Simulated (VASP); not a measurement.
Write the native input for VASP 6.6.1 that does the following.

| Quantity | Value |
| --- | --- |
| Task | single point |
| Functional | PBE |
| Potentials or basis | VASP PAW PBE potentials, release 64 (Al, O) |
| Cutoff | 600 eV |
| k mesh | 12 × 12 × 10 |
| Occupations | gaussian, width 0.1 eV |
| Spin | collinear spin |
| Starting moments | [0.0, 0.0, 0.0, 0.0, 0.5, 0.5] μB |
| Dipole correction | no |
| Further INCAR settings | ALGO = Normal; EDIFF = 1e-06; NBANDS = 28 |

The structure of AlO2 lies in POSCAR:

```
AlO2
1.0
    1.4881620000     -5.4028330000      0.0000000000
    1.4881620000      5.4028330000      0.0000000000
    0.0000000000      0.0000000000      3.6466120000
Al O
2 4
Direct
    0.3318670000      0.6681330000      0.2500000000
    0.6681330000      0.3318670000      0.7500000000
    0.7058160000      0.2941840000      0.2500000000
    0.2941840000      0.7058160000      0.7500000000
    0.9389280000      0.0610720000      0.2500000000
    0.0610720000      0.9389280000      0.7500000000
```

These files were run (other wordings do the same):

INCAR

```
SYSTEM = AlO2
PREC = Accurate ; ENCUT = 600
EDIFF = 1E-6 ; ISMEAR = 0
SIGMA = 0.1 ; LREAL = .False.
LASPH = .True. ; NELM = 200
ALGO = Normal ; ISIF = 2
LWAVE = .False. ; LCHARG = .False.
ISPIN = 2 ; MAGMOM = 0 0 0 0 0.5 0.5
LORBIT = 11 ; GGA = PE
NBANDS = 28 ; GGA_COMPAT = .False.
KPAR = 4
```

KPOINTS

```
regular mesh
0
Gamma
  12 12 10
  0 0 0
```

Potentials or basis: VASP PAW PBE potentials, release 64 (Al, O).

Launch:

```bash
$ cat potpaw_PBE.64/Al/POTCAR potpaw_PBE.64/O/POTCAR > POTCAR
$ mpirun -np 4 vasp_std > vasp.out
```

Results of the run:

```json
{"Pressure": "-0.7 GPa", "Largest force": "0.034 eV/Å", "Net moment": "1.92 μB per cell", "Site moments": "Al -0.01; O +0.10, +0.73 (each value once) μB", "Valence electrons inside the program's atomic spheres": "Al 0.70; O 5.15, 4.89 (each value once)"}
```

Wall time 5.2 min on 4 MPI ranks on Intel(R) Xeon(R) Platinum 8259CL CPU @ 2.50GHz (Skylake/Cascade Lake), with other jobs on the host, peak memory 0.79 GiB a rank.
